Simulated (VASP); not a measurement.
Wanted: the native input for a VASP 6.6.1 run.

- Task: single point
- Functional: LDA
- Potentials or basis: VASP PAW LDA potentials, release 64 (Ti_sv, C)
- Cutoff: 520 eV
- k mesh: 20 × 20 × 20
- Occupations: gaussian, width 0.15 eV
- Spin: no spin polarisation
- Dipole correction: no
- Further INCAR settings: ALGO = Normal; EDIFF = 1e-06; NBANDS = 15

The structure of TiC lies in POSCAR:

```
TiC
1.0
    0.0000000000      2.1640000000      2.1640000000
    2.1640000000      0.0000000000      2.1640000000
    2.1640000000      2.1640000000      0.0000000000
Ti C
1 1
Direct
    0.0000000000      0.0000000000      0.0000000000
    0.5000000000      0.5000000000      0.5000000000
```

The input as run:

INCAR

```
PREC = Accurate ; ENCUT = 520
EDIFF = 1E-6 ; ISMEAR = 0
SIGMA = 0.15 ; LREAL = False
LASPH = True ; NELM = 100
ALGO = Normal ; ISIF = 2
LWAVE = False ; LCHARG = False
GGA = CA ; NBANDS = 15
```

KPOINTS

```
regular mesh
0
Gamma
  20 20 20
```

Potentials or basis: VASP PAW LDA potentials, release 64 (Ti_sv, C).

Launch:

```bash
$ cat potpaw_LDA.64/Ti_sv/POTCAR potpaw_LDA.64/C/POTCAR > POTCAR
$ mpirun -np 1 vasp_std > vasp.out
```

It gave:

```
Pressure               : -11.4 GPa
Band gap on the k mesh : zero (band 8 reaches 9.89 eV, above the bottom of band 9 at 8.85 eV)
```

It took 91 s on 1 thread of AMD EPYC 7R13 (shared host), peak memory 0.16 GiB.
